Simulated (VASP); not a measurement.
Here is a VASP 6.6.1 calculation.

INCAR

```
SYSTEM = AlCu
PREC = Accurate ; ENCUT = 520
EDIFF = 1E-6 ; ISMEAR = 0
SIGMA = 0.15 ; LREAL = .FALSE.
LASPH = .TRUE. ; NELM = 100
ALGO = Fast ; ISIF = 2
LWAVE = .FALSE. ; LCHARG = .TRUE.
GGA = PS ; LELF = .TRUE.
LVHAR = .TRUE. ; NBANDS = 14
```

The input KPOINTS:

```
regular mesh
0
G
  16 16 16
  0 0 0
```

File POSCAR:

```
AlCu
1.0
    2.9975090000      0.0524564075      0.0000000000
    0.0524564075      2.9975090000      0.0000000000
    0.0000000000      0.0000000000      2.9975090000
Al Cu
1 1
Direct
    0.0000000000      0.0000000000      0.0000000000
    0.5000000000      0.5000000000      0.5000000000
```

Potentials or basis: VASP PAW PBE potentials, release 64 (Al, Cu).

The run is started by

```console
$ cat potpaw_PBE.64/Al/POTCAR potpaw_PBE.64/Cu/POTCAR > POTCAR
$ mpirun -np 1 vasp_std > vasp.out
```

Question: Estimate the band gap on the k mesh.

Answer: Zero (band 7 reaches 12.67 eV, above the bottom of band 8 at 8.03 eV).

Question: What does it give for the pressure?

Answer: -4.3 GPa.

Stress tensor (GPa, compression positive):
```
-4.18 -1.22  0.00
-1.22 -4.18  0.00
 0.00  0.00 -4.54
```

Caveat: the cell differs from its parent crystal (strain +0.0350 x Voigt [0, 0, 0, 0, 0, 1]); the PAW data sets were made with another functional, which shifts forces and pressure a little.
